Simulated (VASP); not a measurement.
Write the native input for VASP 6.6.1 that does the following.

```
Task                   : single point
Functional             : PBE
Dispersion             : D3(BJ)
Potentials or basis    : VASP PAW PBE potentials, release 64 (Al, O)
Cutoff                 : 520 eV
k mesh                 : 12 × 12 × 4
Occupations            : gaussian, width 0.05 eV
Spin                   : no spin polarisation
Dipole correction      : no
Further INCAR settings : ALGO = Normal; EDIFF = 1e-06; NBANDS = 20
```

The structure of Al2O3 lies in POSCAR:

```
Al2O3
1.0
    2.8395597904      0.0000000000      0.0000000000
   -1.4197798952      2.4591309141      0.0000000000
    0.0000000000      0.0000000000      8.5536064605
Al O
2 3
Direct
    0.0000000000      0.0000000000      0.2779510000
    0.0000000000      0.0000000000      0.7220490000
    0.3333333333      0.6666666667      0.1994540000
    0.6666666667      0.3333333333      0.8005460000
    0.0000000000      0.0000000000      0.5000000000
```

This cell differs from its parent crystal: ratio of the length along z to the lengths across it x 1.2, volume and fractional coordinates fixed.

The input as run:

INCAR

```
SYSTEM = Al2O3
PREC     = Accurate       ! precision mode
ENCUT    = 520            ! plane-wave cutoff, eV
EDIFF    = 1E-6           ! SCF threshold, eV
ISMEAR   = 0              ! smearing method
SIGMA    = 0.05           ! smearing width, eV
LREAL    = .FALSE.        ! projectors in reciprocal space
LASPH    = .TRUE.         ! aspherical terms in the spheres
NELM     = 100            ! most SCF steps
ALGO     = Normal         ! electronic algorithm
ISIF     = 2              ! what is computed and relaxed
LWAVE    = .FALSE.        ! write WAVECAR
LCHARG   = .TRUE.         ! write CHGCAR
GGA      = PE             ! functional
IVDW     = 12             ! dispersion correction
LELF     = .TRUE.         ! ELF
LVHAR    = .TRUE.       
NBANDS   = 20             ! bands
```

KPOINTS

```
regular mesh
0
G
  12 12 4
  0 0 0
```

Potentials or basis: VASP PAW PBE potentials, release 64 (Al, O).

Launch:

```console
$ cat potpaw_PBE.64/Al/POTCAR potpaw_PBE.64/O/POTCAR > POTCAR
$ mpirun -np 1 vasp_std > vasp.out
```

It gave:

| Property | Result |
| --- | --- |
| Pressure | 0.3 GPa |
| Largest force | 4.337 eV/Å |
| Band gap on the k mesh | 0.17 eV, direct |
| Dispersion energy per atom | -0.166 eV |

Caveat: forces of over 1 eV/Å act on the atoms, so gaps and moduli don't describe the material at rest.

Run time: 27 s on 1 thread of Intel(R) Xeon(R) 6975P-C (Granite Rapids) (shared host), peak memory 0.22 GiB.
